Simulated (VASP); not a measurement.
# AlN (P6_3mc) in VASP: dielectric tensor with r2SCAN

Aim: the dielectric tensor of AlN with r2SCAN.

Program: VASP 6.6.1. These are calculated values, not measurements. Logs are shortened: lines on timing, memory, paths and dates and some standing lists are left out, and cuts for length are marked.

### 1 The cell of the first run

Symmetry: P6_3mc, No. 186, hexagonal system. Conventional cell: a = 3.097 Å, b = 3.097 Å, c = 10.034 Å, α = 90.00°, β = 90.00°, γ = 120.00°. Al (site symmetry 3m) has 4 N at 1.89 to 1.90 Å within 2.5 Å. Al (site symmetry 3m) has 4 N at 1.89 Å within 2.5 Å. Within 2.5 Å of N (site symmetry 3m) lie 4 Al at 1.89 to 1.90 Å. Within 2.5 Å of N (site symmetry 3m) lie 4 Al at 1.89 Å.

### 2 Dielectric tensor, r2SCAN

Input file INCAR:

```
SYSTEM = AlN
  PREC = Accurate
  ENCUT = 580
  EDIFF = 1E-8
  ISMEAR = 0
  SIGMA = 0.01
  LREAL = .FALSE.
  LASPH = .TRUE.
  NELM = 120
  ALGO = Normal
  ISIF = 2
  LWAVE = .FALSE.
  LCHARG = .FALSE.
  METAGGA = R2SCAN
  LMIXTAU = .TRUE.
  LCALCEPS = .TRUE.
  GGA_COMPAT = .FALSE.
  KPAR = 4
```

Input file KPOINTS:

```
regular mesh
0
G
  9 9 2
  0 0 0
```

Input file POSCAR:

```
AlN
1.0
    3.0971640999      0.0000000000      0.0000000000
   -1.5485820500      2.6822227902      0.0000000000
    0.0000000000      0.0000000000     10.0339471204
Al N
4 4
Direct
    0.0000000000      0.0000000000     -0.0012653835
    0.3333333333      0.6666666667      0.2498392703
    0.0000000000      0.0000000000      0.4987346165
    0.6666666667      0.3333333333      0.7498392703
    0.0000000000      0.0000000000      0.1882105659
    0.3333333333      0.6666666667      0.4382155474
    0.0000000000      0.0000000000      0.6882105659
    0.6666666667      0.3333333333      0.9382155474
```

Potentials or basis: VASP PAW PBE potentials, release 64 (Al, N).

Command:

```console
$ cat potpaw_PBE.64/Al/POTCAR potpaw_PBE.64/N/POTCAR > POTCAR
$ mpirun -np 4 vasp_std > vasp.out
```

OUTCAR:

```text
SYSTEM = AlN
   PREC = Accurate
   ENCUT = 580
   EDIFF = 1E-8
   ISMEAR = 0
   LREAL = .FALSE.
   LASPH = .TRUE.
   NELM = 120
   ISIF = 2
   METAGGA = R2SCAN

 ion  position               nearest neighbor table
   1  0.000  0.000  0.999-   8 1.89   8 1.89   8 1.89   5 1.90   4 3.07   4 3.07   4 3.07   2 3.09
                             2 3.09   2 3.09
   2  0.333  0.667  0.250-   6 1.89   5 1.89   5 1.89   5 1.89   3 3.07   3 3.07   3 3.07   1 3.09
                             1 3.09   1 3.09
   3  0.000  0.000  0.499-   6 1.89   6 1.89   6 1.89   7 1.90   2 3.07   2 3.07   2 3.07   4 3.09
                             4 3.09   4 3.09
   4  0.667  0.333  0.750-   8 1.89   7 1.89   7 1.89   7 1.89   1 3.07   1 3.07   1 3.07   3 3.09
                             3 3.09   3 3.09
   5  0.000  0.000  0.188-   2 1.89   2 1.89   2 1.89   1 1.90
   6  0.333  0.667  0.438-   3 1.89   3 1.89   3 1.89   2 1.89
   7  0.000  0.000  0.688-   4 1.89   4 1.89   4 1.89   3 1.90
   8  0.667  0.333  0.938-   1 1.89   1 1.89   1 1.89   4 1.89

  LATTYP: Found a hexagonal cell.
 ALAT       =     3.0971640999
 C/A-ratio  =     3.2397208533

  Lattice vectors:

 A1 = (   3.0971640999,   0.0000000000,   0.0000000000)
 A2 = (  -1.5485820500,   2.6822227902,   0.0000000000)
 A3 = (   0.0000000000,   0.0000000000,  10.0339471204)

Analysis of symmetry for initial positions (statically):
=====================================================================
 Subroutine PRICEL returns:
 Original cell was already a primitive cell.

 Routine SETGRP: Setting up the symmetry group for a
 hexagonal supercell.

 Subroutine GETGRP returns: Found 12 space group operations
 (whereof  6 operations were pure point group operations)
 out of a pool of 24 trial point group operations.

The static configuration has the point symmetry C_3v.
 The point group associated with its full space group is C_6v.

Analysis of symmetry for dynamics (positions and initial velocities):
=====================================================================
 Subroutine PRICEL returns:
 Original cell was already a primitive cell.

 Routine SETGRP: Setting up the symmetry group for a
 hexagonal supercell.

 Subroutine GETGRP returns: Found 12 space group operations
 (whereof  6 operations were pure point group operations)
 out of a pool of 24 trial point group operations.

The dynamic configuration has the point symmetry C_3v.
 The point group associated with its full space group is C_6v.

 Subroutine INISYM returns: Found 12 space group operations
 (whereof  6 operations are pure point group operations),
 and found     1 'primitive' translations

----------------------------------------------------------------------------------------

                                     Primitive cell

  volume of cell :      83.3548

  direct lattice vectors                    reciprocal lattice vectors
     3.097164100  0.000000000  0.000000000     0.322876014  0.186412554  0.000000000
    -1.548582050  2.682222790  0.000000000     0.000000000  0.372825107  0.000000000
     0.000000000  0.000000000 10.033947120     0.000000000  0.000000000  0.099661677

  length of vectors
     3.097164100  3.097164100 10.033947120     0.372825107  0.372825107  0.099661677

  position of ions in fractional coordinates (direct lattice)
     0.000000000  0.000000000  0.998734617
     0.333333333  0.666666667  0.249839270
     0.000000000  0.000000000  0.498734617
     0.666666667  0.333333333  0.749839270
     0.000000000  0.000000000  0.188210566
     0.333333333  0.666666667  0.438215547
     0.000000000  0.000000000  0.688210566
     0.666666667  0.333333333  0.938215547

  ion indices of the primitive-cell ions
   primitive index   ion index
                 1           1
                 2           2
                 3           3
                 4           4
                 5           5
                 6           6
                 7           7
                 8           8

----------------------------------------------------------------------------------------
[... 78 lines left out ...]
   TEBEG  =    0.0;   TEEND  =   0.0 temperature during run
   PSTRESS=    0.0 pullay stress
   NELECT =      32.0000    total number of electrons
   NUPDOWN=      -1.0000    fix difference up-down
   EMIN   =  10.00;   EMAX   =-10.00  energy-range for DOS
   EFERMI =   0.00;   METHOD = LEGACY
   ISMEAR =     0;   SIGMA  =   0.01  broadening in eV -4-tet -1-fermi 0-gaus
   EFERMI_NEDOS =   21; number of points for ismear=-14 and -15
   IALGO  =     38    algorithm
   IMIX   =      4    mixing-type and parameters
     AMIX     =   0.40;   BMIX     =  1.00
     AMIX_MAG =   1.60;   BMIX_MAG =  1.00
  volume/ion in A,a.u.               =      10.42        70.31
  Fermi-wavevector in a.u.,A,eV,Ry     =   1.189820  2.248433 19.261376  1.415671
  Thomas-Fermi vector in A             =   2.325919
   LORBIT       =      0    0 simple, 1 ext, 2 COOP (PROOUT), +10 PAW based schemes
   METAGGA = R2SCAN    functional components
   LHFCALC =     F    Hartree Fock is set to
   AEXX    =    0.0000 exact exchange contribution
   IVDW    =     0    specifies the selected vdW correction
   LEPSILON=     F    determine dielectric tensor
   LRPA    =     F    only Hartree local field effects (RPA)
   LRPA       =     F
 non-spin polarized calculation
 Gauss-broadening in eV      SIGMA  =   0.01
  energy-cutoff  :      580.00
  volume of cell :       83.35
 maximum number of plane-waves:      2682
   NGX = 13   NGY = 13   NGZ = 39

 Total electronic dipole moment: p[elc]=(    -0.00000     0.00000    -0.26528 ) |e| Angst

 number of electron      31.9999996 magnetization

 Free energy of the ion-electron system (eV)
  ---------------------------------------------------
  ext. energy  EPLUGINS =         0.00000000
  ---------------------------------------------------
  free energy    TOTEN  =       -76.80869287 eV

  energy without entropy =      -76.80869287  energy(sigma->0) =      -76.80869287

 E-fermi :   5.8358     XC(G=0): -11.4134

 val. band max:        5.7843332922   @ k =   0.0000   0.0000   0.0000
 cond. band min:   10000.0000000000   @ k =   0.0000   0.0000   0.0000
 fundamental gap:   9994.2156667078
 Fermi energy:         5.8358241165

 k-point     1 :       0.0000    0.0000    0.0000
  band No.  band energies     occupation
      1     -10.0590      2.00000
      2      -9.2130      2.00000
      3      -9.1745      2.00000
      4      -8.0010      2.00000
      5      -0.1852      2.00000
      6       2.4256      2.00000
[... 565 lines left out ...]
     20   10000.0000      0.00000
     21   10000.0000      0.00000

 [... further k-points ...]

------------------------ aborting loop because EDIFF is reached ----------------------------------------

            Ionic dipole moment: p[ion]=(     0.00000     0.00000    27.65059 ) |e| Angst

 Total electronic dipole moment: p[elc]=(    -0.00000    -0.00000    -0.25014 ) |e| Angst

 MACROSCOPIC STATIC DIELECTRIC TENSOR (including local field effects)
 ------------------------------------------------------
           4.189789    -0.000000     0.000000
          -0.000000     4.189789     0.000000
           0.000000     0.000000     4.285032
 ------------------------------------------------------

 PIEZOELECTRIC TENSOR (including local field effects) (e Angst)
          XX          YY          ZZ          XY          YZ          ZX
  --------------------------------------------------------------------------------
  x    -0.00000     0.00000     0.00000    -0.00000    -0.00000     1.78183
  y    -0.00000    -0.00000    -0.00000     0.00000     1.78183    -0.00000
  z     1.58926     1.58926    -2.87958    -0.00000     0.00000     0.00000

 PIEZOELECTRIC TENSOR (including local field effects) (C/m^2)
          XX          YY          ZZ          XY          YZ          ZX
  --------------------------------------------------------------------------------
  x    -0.00000     0.00000     0.00000    -0.00000    -0.00000     0.34249
  y    -0.00000    -0.00000    -0.00000     0.00000     0.34249    -0.00000
  z     0.30547     0.30547    -0.55349    -0.00000     0.00000     0.00000

 BORN EFFECTIVE CHARGES (including local field effects) (in |e|, cummulative output)
 ---------------------------------------------------------------------------------
 ion    1
    1     2.49607    -0.00000     0.00000
    2    -0.00000     2.49607     0.00000
    3    -0.00000     0.00000     2.69355
 ion    2
    1     2.52289    -0.00000     0.00000
    2    -0.00000     2.52289     0.00000
    3    -0.00000     0.00000     2.47497
 ion    3
    1     2.49607    -0.00000     0.00000
    2    -0.00000     2.49607    -0.00000
    3    -0.00000     0.00000     2.69355
 ion    4
    1     2.52289    -0.00000    -0.00000
    2    -0.00000     2.52289     0.00000
    3     0.00000     0.00000     2.47497
 ion    5
    1    -2.50089     0.00000    -0.00000
    2     0.00000    -2.50089     0.00000
    3     0.00000     0.00000    -2.60157
 ion    6
    1    -2.51807     0.00000     0.00000
    2     0.00000    -2.51807    -0.00000
    3     0.00000     0.00000    -2.56695
 ion    7
    1    -2.50089     0.00000     0.00000
    2     0.00000    -2.50089     0.00000
    3    -0.00000    -0.00000    -2.60157
 ion    8
    1    -2.51807     0.00000     0.00000
    2     0.00000    -2.51807     0.00000
    3    -0.00000    -0.00000    -2.56695

  FORCE on cell =-STRESS in cart. coord.  units (eV):
  Direction    XX          YY          ZZ          XY          YZ          ZX
  --------------------------------------------------------------------------------------
  -------------------------------------------------------------------------------------
  Total       -0.1624860     -0.1624860     -0.1540037      0.0000000     -0.0000000      0.0000000
  in kB       -3.1231705     -3.1231705     -2.9601308      0.0000000     -0.0000000      0.0000000
  external PRESSURE =      -3.0688239 kB  Pullay stress =       0.0000000 kB

 VOLUME and BASIS-vectors are now :
 -----------------------------------------------------------------------------
  energy-cutoff  :      580.00
  volume of cell :       83.35
      direct lattice vectors                 reciprocal lattice vectors
     3.097164100  0.000000000  0.000000000     0.322876014  0.186412554  0.000000000
    -1.548582050  2.682222790  0.000000000     0.000000000  0.372825107  0.000000000
     0.000000000  0.000000000 10.033947120     0.000000000  0.000000000  0.099661677

 POSITION                                       TOTAL-FORCE (eV/Angst)
 -----------------------------------------------------------------------------------
      0.00000      0.00000     10.02125         0.000000     -0.000000     -0.000165
     -0.00000      1.78815      2.50687        -0.000000     -0.000000     -0.004055
      0.00000      0.00000      5.00428        -0.000000      0.000000     -0.000165
      1.54858      0.89407      7.52385         0.000000      0.000000     -0.004055
      0.00000      0.00000      1.88849        -0.000000     -0.000000      0.002245
     -0.00000      1.78815      4.39703         0.000000      0.000000      0.001976
      0.00000      0.00000      6.90547         0.000000     -0.000000      0.002245
      1.54858      0.89407      9.41401         0.000000      0.000000      0.001976
 -----------------------------------------------------------------------------------
    total drift:                               -0.000000     -0.000000     -0.039617

  FREE ENERGIE OF THE ION-ELECTRON SYSTEM (eV)
  ---------------------------------------------------
  free  energy   TOTEN  =       -76.8086928680 eV

  energy  without entropy=      -76.8086928680  energy(sigma->0) =      -76.80869287
```

It took 13 min on 4 MPI ranks of Intel Xeon Platinum 8488C (Sapphire Rapids), shared host; peak memory 0.74 GiB.

What came out:

```
Band gap on the k mesh                  : 4.79 eV (least direct gap 4.90 eV)
Electronic dielectric tensor (diagonal) : 4.19, 4.19, 4.29
Born charges (mean of the diagonal)     : Al +2.56, +2.51 (each value once); N -2.53 e
```

Levels at points of the mesh, in eV from the valence-band top:
```tsv
k point	band 12	band 13	band 14	band 15	band 16	band 17	band 18	band 19	band 20	band 21
(0.00, 0.00, 0.00)	-0.36	-0.36	-0.10	-0.10	0.00	4.90	7.11	7.38	7.89	11.16
(0.00, 0.00, 0.50)	-0.59	-0.18	-0.18	-0.18	-0.18	5.85	5.85	7.85	7.85	11.13
```

Electronic dielectric tensor:
```
4.19 0.00 0.00
0.00 4.19 0.00
0.00 0.00 4.29
```

Born effective charge tensors (e):
atom 1, Al
```
2.50 0.00 0.00
0.00 2.50 0.00
0.00 0.00 2.69
```
atom 2, Al
```
2.52 0.00 0.00
0.00 2.52 0.00
0.00 0.00 2.47
```
atom 3, Al
```
2.50 0.00 0.00
0.00 2.50 0.00
0.00 0.00 2.69
```
atom 4, Al
```
2.52 0.00 0.00
0.00 2.52 0.00
0.00 0.00 2.47
```
atom 5, N
```
-2.50  0.00  0.00
 0.00 -2.50  0.00
 0.00  0.00 -2.60
```
atom 6, N
```
-2.52  0.00  0.00
 0.00 -2.52  0.00
 0.00  0.00 -2.57
```
atom 7, N
```
-2.50  0.00  0.00
 0.00 -2.50  0.00
 0.00  0.00 -2.60
```
atom 8, N
```
-2.52  0.00  0.00
 0.00 -2.52  0.00
 0.00  0.00 -2.57
```

Dipole moments of the cell (e·Å, modulo the quantum): ionic 0.000, 0.000, 27.651; electronic 0.000, 0.000, -0.250

Caveat: the PAW data sets were made with another functional, which shifts forces and pressure a little. A k mesh can miss the band edges.

The gap in the log of VASP goes by the Fermi energy; the results here count the filled bands.